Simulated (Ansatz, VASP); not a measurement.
**One calculation of K, two programs**

INCAR

```
SYSTEM = K
ALGO     = Normal         ! electronic algorithm
EDIFF    = 1E-7           ! SCF threshold, eV
ENCUT    = 520            ! plane-wave cutoff, eV
ISIF     = 2              ! what is computed and relaxed
ISMEAR   = -1             ! smearing method
LASPH    = .TRUE.         ! aspherical terms in the spheres
LCHARG   = .FALSE.        ! write CHGCAR
LREAL    = .FALSE.        ! projectors in reciprocal space
LWAVE    = .FALSE.        ! write WAVECAR
NBANDS   = 10             ! bands
NELM     = 100            ! most SCF steps
PREC     = Accurate       ! precision mode
SIGMA    = 0.08           ! smearing width, eV
```

Contents of KPOINTS:

```
k-points
0
G
  12 12 12
  0 0 0
```

Contents of POSCAR:

```
K
1.0
    0.0000000000      2.4370804012      2.4370804012
    2.4370804012      0.0000000000      2.4370804012
    2.4370804012      2.4370804012      0.0000000000
K
1
Direct
    0.0000000000      0.0000000000      0.0000000000
```

Input for Ansatz:

```yaml
crystal:
  lattice:
    - [0.0, 2.4370804012, 2.4370804012]
    - [2.4370804012, 0.0, 2.4370804012]
    - [2.4370804012, 2.4370804012, 0.0]
  atoms:
    - { symbol: K, position: [0.0, 0.0, 0.0] }
kpoints:
  mp_grid: { grid: [12, 12, 12] }
scf:
  occupations: { method: fermi_dirac, width: 0.08 }
hamiltonian:
  xc: lda
  pseudopotentials: { kind: all_electron, datasets: crystal }
output:
  forces: true
  stress: true
  eigenvalues: true
```

Change from the starting cell: volume scaled by 0.45, crystal datasets.

Alike in both runs: task single point; functional LDA; k mesh 12 × 12 × 12; occupations fermi-dirac, width 0.08 eV; no spin polarisation.

|  | VASP | Ansatz |
| --- | --- | --- |
| version | VASP 6.6.1 | Ansatz 0.2.0 |
| potentials or method | VASP PAW LDA potentials, release 64 (K_sv), cutoff 520 eV | all-electron PAW with datasets made for the crystal, scalar-relativistic |

```csv
,VASP,Ansatz,Ansatz less VASP
pressure (GPa),13.7,13.7,-0.03
```

LDA's correlation is that of Perdew and Zunger in VASP and of Perdew and Wang (1992) in Ansatz. Ansatz ran all-electron here, and VASP with PAW potentials.
